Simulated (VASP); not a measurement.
Set up this calculation in VASP 6.6.1, as the native input.

```
Task                   : single point
Functional             : r2SCAN
Potentials or basis    : VASP PAW PBE potentials, release 64 (Cu)
Cutoff                 : 520 eV
k mesh                 : 20 × 20 × 20
Occupations            : gaussian, width 0.15 eV
Spin                   : no spin polarisation
Dipole correction      : no
Further INCAR settings : ALGO = Normal; EDIFF = 1e-07; NBANDS = 18
```

Cu:

```
Cu
1.0
     1.21846   -3.97638    0.00000
     1.21846    3.97638    0.00000
     0.00000    0.00000    2.47550
Cu
2
Direct
  0.13387 0.86613 0.25000
  0.86613 0.13387 0.75000
```

One way to write it, as run:

POSCAR

```
Cu
1.0
    1.2184636900     -3.9763780104      0.0000000000
    1.2184636900      3.9763780104      0.0000000000
    0.0000000000      0.0000000000      2.4754955235
Cu
2
Direct
    0.1338666500      0.8661333500      0.2500000000
    0.8661333500      0.1338666500      0.7500000000
```

INCAR.step1

```
  ALGO = Normal
  EDIFF = 1E-4
  ENCUT = 520
  GGA = PE
  ISMEAR = 0
  LASPH = True
  LCHARG = False
  LREAL = False
  LWAVE = True
  NBANDS = 18
  NELM = 60
  PREC = Accurate
  SIGMA = 0.15
```

INCAR.step2

```
  ALGO = Normal
  EDIFF = 1E-7
  ENCUT = 520
  ISIF = 2
  ISMEAR = 0
  ISTART = 1
  LASPH = True
  LCHARG = False
  LMIXTAU = True
  LREAL = False
  LWAVE = False
  METAGGA = R2SCAN
  NBANDS = 18
  NELM = 60
  PREC = Accurate
  SIGMA = 0.15
```

KPOINTS

```
k-points
0
Gamma
  20 20 20
```

Potentials or basis: VASP PAW PBE potentials, release 64 (Cu).

Launch:

```bash
$ cat potpaw_PBE.64/Cu/POTCAR > POTCAR
$ cp INCAR.step1 INCAR
$ mpirun -np 1 vasp_std > vasp.out
$ cp INCAR.step2 INCAR
$ mpirun -np 1 vasp_std > vasp.out
```

It gave:

The pressure is 0.8 GPa, the largest force is 0.015 eV/Å and the band gap on the k mesh is zero (bands 11 and 12 overlap by 5.99 eV).

Caveat: the PAW data sets were made with another functional, which shifts forces and pressure a little.

It took 26 min on 1 thread of Intel(R) Xeon(R) Platinum 8259CL CPU @ 2.50GHz (Skylake/Cascade Lake), with other jobs on the host, peak memory 0.52 GiB.
